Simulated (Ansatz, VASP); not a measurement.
**SnSe2 in VASP and in Ansatz**

The input INCAR:

```
SYSTEM = SnSe2
ALGO = Normal
EDIFF = 1E-7
ENCUT = 520
GGA = PE
ISIF = 2
ISMEAR = 0
LASPH = .TRUE.
LCHARG = .FALSE.
LREAL = .FALSE.
LWAVE = .FALSE.
NBANDS = 20
NELM = 80
PREC = Accurate
SIGMA = 0.05
```

The input KPOINTS:

```
k-points
0
G
  12 12 6
  0 0 0
```

Contents of POSCAR:

```
SnSe2
1.0
    3.7538337998      0.0000000000      0.0000000000
   -1.8769168999      3.2509154322      0.0000000000
    0.0000000000      0.0000000000      6.3211100000
Sn Se
1 2
Direct
    0.0000000000      0.0000000000      0.0000000000
    0.3333333333      0.6666666667      0.2500000000
    0.6666666667      0.3333333333      0.7500000000
```

Input for Ansatz:

```yaml
crystal:
  lattice:
    - [3.7538337998, 0.0, 0.0]
    - [-1.8769168999, 3.2509154322, 0.0]
    - [0.0, 0.0, 6.32111]
  atoms:
    - { symbol: Sn, position: [0.0, 0.0, 0.0] }
    - { symbol: Se, position: [0.3333333333, 0.6666666667, 0.25] }
    - { symbol: Se, position: [0.6666666667, 0.3333333333, 0.75] }
basis:
  ecutwfc: 420
kpoints:
  mp_grid: { grid: [12, 12, 6] }
hamiltonian:
  xc: pbe
scf:
  occupations: { method: gaussian, width: 0.05 }
output:
  forces: true
  stress: true
  eigenvalues: true
```

Change from the starting cell: strain -0.015 along x and y, +0.030 along z, atoms carried along.

Alike in both runs: task single point; functional PBE; k mesh 12 × 12 × 6; occupations gaussian, width 0.05 eV; no spin polarisation.

|  | VASP | Ansatz |
| --- | --- | --- |
| version | VASP 6.6.1 | Ansatz 0.2.0 |
| potentials or method | VASP PAW PBE potentials, release 64 (Sn_d, Se), cutoff 520 eV | scalar-relativistic, plane waves, PAW |
| valence electrons in the cell | 26 | 46 |

|  | VASP | Ansatz | Ansatz less VASP |
| --- | --- | --- | --- |
| gap on the k mesh at the Fermi level (eV) | 0.66 | 0.66 | +0.003 |
| least direct gap on the mesh (eV) | 1.22 | 1.22 | +0.003 |
| pressure (GPa) | 5.5 | 5.4 | -0.08 |
| traceless stress, the component that is largest in VASP (GPa) | -0.93 | -0.94 | -0.012 |
| rms of the force components (eV/Å) | 0.232 | 0.224 | -0.0081 |

Atom by atom the forces differ by 0.008 eV/Å (rms over components). VASP's potentials hold 26 valence electrons a cell and Ansatz's 46, so a difference there can come from the potentials and not from the codes.
